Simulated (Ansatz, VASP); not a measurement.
ZnSe: VASP beside Ansatz

POSCAR

```
ZnSe
1.0
    0.0000000000      3.0784893942      2.4012217275
    3.0784893942      0.0000000000      2.4012217275
    3.0784893942      3.0784893942      0.0000000000
Zn Se
1 1
Direct
    0.0000000000      0.0000000000      0.0000000000
    0.7500000000      0.7500000000      0.7500000000
```

INCAR.step1

```
SYSTEM = ZnSe
PREC = Accurate
ENCUT = 520
ISMEAR = 0
SIGMA = 0.05
LREAL = .FALSE.
LASPH = .TRUE.
NELM = 80
NBANDS = 16
GGA = PE
ALGO = Normal
EDIFF = 1E-4
LWAVE = .TRUE.
LCHARG = .FALSE.
```

INCAR.step2

```
SYSTEM = ZnSe
PREC = Accurate
ENCUT = 520
EDIFF = 1E-6
ISMEAR = 0
SIGMA = 0.05
LREAL = .FALSE.
LASPH = .TRUE.
NELM = 80
ALGO = Normal
ISIF = 2
LWAVE = .FALSE.
LCHARG = .TRUE.
METAGGA = R2SCAN
LMIXTAU = .TRUE.
LELF = .TRUE.
LVHAR = .TRUE.
NBANDS = 16
ISTART = 1
```

File KPOINTS:

```
Automatic mesh
0
G
  10 10 10
  0 0 0
```

Input for Ansatz:

```yaml
crystal:
  lattice:
    - [0.0, 3.0784893942, 2.4012217275]
    - [3.0784893942, 0.0, 2.4012217275]
    - [3.0784893942, 3.0784893942, 0.0]
  atoms:
    - { symbol: Zn, position: [0.0, 0.0, 0.0] }
    - { symbol: Se, position: [0.75, 0.75, 0.75] }
basis:
  ecutwfc: 500
kpoints:
  mp_grid: { grid: [10, 10, 10] }
hamiltonian:
  xc: r2scan
scf:
  occupations: { method: gaussian, width: 0.05 }
output:
  forces: true
  stress: true
  eigenvalues: true
```

Alike in both runs: task single point; functional r2SCAN; k mesh 10 × 10 × 10; occupations gaussian, width 0.05 eV; no spin polarisation.

```csv
,VASP,Ansatz
version,VASP 6.6.1,Ansatz 0.2.0
potentials or method,"VASP PAW PBE potentials, release 64 (Zn, Se), cutoff 520 eV","scalar-relativistic, plane waves, PAW"
valence electrons in the cell,18,28
```

Ansatz gave:

```
gap on the k mesh at the Fermi level (eV)                     : 1.31
least direct gap on the mesh (eV)                             : 1.31
pressure (GPa)                                                : -1.4
traceless stress, the component that is largest in VASP (GPa) : 3.89
```

Q: What did VASP give for the same quantities?

A: gap on the k mesh at the Fermi level (eV): 1.31; least direct gap on the mesh (eV): 1.31; pressure (GPa): -1.3; traceless stress, the component that is largest in VASP (GPa): 3.89.

VASP's potentials were made for PBE, not for r2SCAN. VASP's potentials hold 18 valence electrons a cell and Ansatz's 28, so a difference there can come from the potentials and not from the codes.
